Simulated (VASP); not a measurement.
BaS: relaxation of cell and atoms with PBE

BaS:

```
Ba S
1.0
     0.00000    3.19375    3.19375
     3.19375    0.00000    3.19375
     3.19375    3.19375    0.00000
Ba S
1 1
Cartesian
  0.0000 0.0000 0.0000
  3.1938 3.1938 3.1938
```

```json
{"Program": "VASP 6.6.1", "Task": "relaxation of cell and atoms", "Functional": "PBE", "Potentials or basis": "VASP PAW PBE potentials, release 64 (Ba_sv, S)", "Cutoff": "500 eV", "k mesh": "5 × 5 × 5", "Occupations": "gaussian, width 0.01 eV", "Spin": "no spin polarisation", "Dipole correction": "no", "Further INCAR settings": "ALGO = Normal; EDIFF = 1e-07; IBRION = 2; EDIFFG = -0.02; NSW = 80; ISIF = 3"}
```

- Relaxed volume: 33.64 Å³/atom
- Relaxed cell: a = 4.565 Å, b = 4.565 Å, c = 4.565 Å, α = 60.00°, β = 60.00°, γ = 60.00°
- Space group after relaxing (to 0.05 Å): Fm-3m (No. 225)
- Energy gained by relaxing: 4.6 meV/atom
- Ionic steps: 3
- Pressure after relaxing: 0.0 GPa
- Band gap on the k mesh: 2.27 eV, indirect (least direct gap 2.44 eV)

Step by step:
```tsv
step	energy change (eV)	largest force (eV/Å)	pressure (GPa)	volume (Å³)
1	0.0000	0.0000	1.44	65.15
2	-0.0084	0.0000	-0.40	67.94
3	-0.0092	0.0000	0.00	67.28
```

Final structure:
```xyz
2
Lattice="0.0000 3.2281 3.2281 3.2281 0.0000 3.2281 3.2281 3.2281 0.0000" Properties=species:S:1:pos:R:3 pbc="T T T"
Ba    0.0000    0.0000    0.0000
S     3.2281    3.2281    3.2281
```

Levels at points of the mesh, in eV from the valence-band top:
| k point | band 6 | band 7 | band 8 | band 9 | band 10 | band 11 |
| --- | --- | --- | --- | --- | --- | --- |
| (0.00, 0.00, 0.00) | 0.00 | 0.00 | 0.00 | 3.44 | 3.86 | 3.86 |

Wall time 60 s on 1 thread of Intel Xeon 8259CL (shared host), peak memory 0.2 GiB.

Caveat: spin-orbit coupling is left out, which moves the levels of the heavy elements. A k mesh can miss the band edges.
